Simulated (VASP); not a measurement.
# Tl: relaxation of cell and atoms with PBEsol

Crystal: Tl.

```
Tl
1.0
     3.46000    0.00000    0.00000
    -1.73000    2.99645    0.00000
     0.00000    0.00000    5.53254
Tl
2
Direct
  0.33333 0.66667 0.75000
  0.66667 0.33333 0.25000
```

| Property | Result |
| --- | --- |
| Program | VASP 6.6.1 |
| Task | relaxation of cell and atoms |
| Functional | PBEsol |
| Potentials or basis | VASP PAW PBE potentials, release 64 (Tl_d) |
| Cutoff | 600 eV |
| k mesh | 14 × 14 × 8 |
| Occupations | gaussian, width 0.05 eV |
| Spin | no spin polarisation |
| Dipole correction | no |
| Further INCAR settings | ALGO = Normal; EDIFF = 1e-07; IBRION = 2; EDIFFG = -0.01; NSW = 80; ISIF = 3 |

| Item | Value |
| --- | --- |
| Relaxed volume | 28.55 Å³/atom |
| Relaxed cell | a = 3.459 Å, b = 3.459 Å, c = 5.513 Å, α = 90.00°, β = 90.00°, γ = 120.00° |
| Space group after relaxing (to 0.1 Å) | P6_3/mmc (No. 194) |
| Energy gained by relaxing | 0.1 meV/atom |
| Ionic steps | 5 |
| Pressure after relaxing | 0.0 GPa |
| Band gap on the k mesh | zero (bands 13 and 14 overlap by 5.83 eV) |

Stress tensor (GPa, compression positive):
```
 0.05  0.00  0.00
 0.00  0.05  0.00
 0.00  0.00 -0.04
```

The path:
| step | energy change (eV) | largest force (eV/Å) | pressure (GPa) | volume (Å³) |
| --- | --- | --- | --- | --- |
| 1 | 0.0000 | 0.0000 | -0.15 | 57.36 |
| 2 | -0.0002 | 0.0000 | 0.00 | 57.14 |
| 3 | -0.0002 | 0.0000 | 0.04 | 57.08 |
| 4 | -0.0002 | 0.0000 | 0.03 | 57.09 |
| 5 | -0.0002 | 0.0000 | 0.02 | 57.11 |

Final structure:
```
Tl
1.0
     3.45854    0.00000    0.00000
    -1.72927    2.99519    0.00000
     0.00000    0.00000    5.51269
Tl
2
Cartesian
  0.0000 1.9968 4.1345
  1.7293 0.9984 1.3782
```

Levels at points of the mesh, in eV from the Fermi level:
| k point | band 9 | band 10 | band 11 | band 12 | band 13 | band 14 | band 15 | band 16 | band 17 |
| --- | --- | --- | --- | --- | --- | --- | --- | --- | --- |
| (0.00, 0.00, 0.00) | -11.07 | -11.07 | -10.12 | -5.13 | -2.90 | 7.90 | 7.90 | 10.00 | 10.00 |
| (0.50, 0.00, 0.00) | -11.02 | -11.02 | -5.84 | -4.76 | -0.73 | 0.48 | 1.29 | 3.75 | 3.80 |
| (0.00, 0.00, 0.50) | -11.18 | -11.18 | -8.67 | -8.67 | 3.35 | 3.35 | 8.89 | 8.89 | 8.89 |
| (0.50, 0.00, 0.50) | -11.04 | -11.04 | -4.77 | -4.77 | -2.35 | -2.35 | 5.49 | 5.49 | 6.12 |

Run time: 2.2 min on 1 thread of Intel(R) Xeon(R) 6975P-C (Granite Rapids), with other jobs on the host, peak memory 0.27 GiB.

Caveat: the PAW data sets were made with another functional, which shifts forces and pressure a little; spin-orbit coupling is left out, which moves the levels of the heavy elements.
